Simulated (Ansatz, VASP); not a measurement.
## AgCl in VASP and in Ansatz

```
Ag Cl
1.0
     0.00000    2.77315    2.74542
     2.77315    0.00000    2.74542
     2.77315    2.77315    0.00000
Ag Cl
1 1
Direct
  0.50000 0.50000 0.50000
  0.00000 0.00000 0.00000
```

Change from the starting cell: zz strain of -1 %.

Alike in both runs: task single point; functional PBE; k mesh 8 × 8 × 8; occupations fermi-dirac, width 0.02 eV; no spin polarisation.

|  | VASP | Ansatz |
| --- | --- | --- |
| version | VASP 6.6.1 | Ansatz 0.2.0 |
| potentials or method | VASP PAW PBE potentials, release 64 (Ag, Cl), cutoff 520 eV | all-electron LAPW, scalar-relativistic |

|  | VASP | Ansatz | Ansatz less VASP |
| --- | --- | --- | --- |
| gap on the k mesh at the Fermi level (eV) | 0.88 | 0.88 | +0.004 |
| pressure (GPa) | 2.0 | 2.1 | +0.15 |
| traceless stress, the component that is largest in VASP (GPa) | 0.18 | 0.19 | +0.008 |

Ansatz ran all-electron here, and VASP with PAW potentials.
